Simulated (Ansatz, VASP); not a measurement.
**GaSe3: VASP beside Ansatz**

```xyz
4
Lattice="-2.8223 2.8223 2.8223 2.8223 -2.8223 2.8223 2.8223 2.8223 -2.8223" Properties=species:S:1:pos:R:3 pbc="T T T"
Ga    0.0000    0.0000    0.0000
Se    2.8223    0.0000    0.0000
Se    0.0000    2.8223    0.0000
Se    0.0000    0.0000    2.8223
```

Alike in both runs: functional PBE; k mesh 4 × 4 × 4; occupations gaussian, width 0.1 eV; no spin polarisation.

Ansatz relaxed the structure, and its values are those at the end. VASP's run is a single point on that final structure, the one shown.

```csv
,VASP,Ansatz
version,VASP 6.6.1,Ansatz 0.2.0
potentials or method,"VASP PAW PBE potentials, release 64 (Ga_d, Se), cutoff 520 eV","scalar-relativistic, plane waves, PAW"
valence electrons in the cell,31,61
```

```tsv
	VASP	Ansatz	Ansatz less VASP
gap on the k mesh at the Fermi level (eV)	none	none	-
pressure (GPa)	-0.1	-0.2	-0.06
```

A gap of «none» marks a metal or a gap that the smearing closes. VASP's potentials hold 31 valence electrons a cell and Ansatz's 61, so a difference there can come from the potentials and not from the codes.

The k mesh is coarse, so the values compare programs but aren't converged.
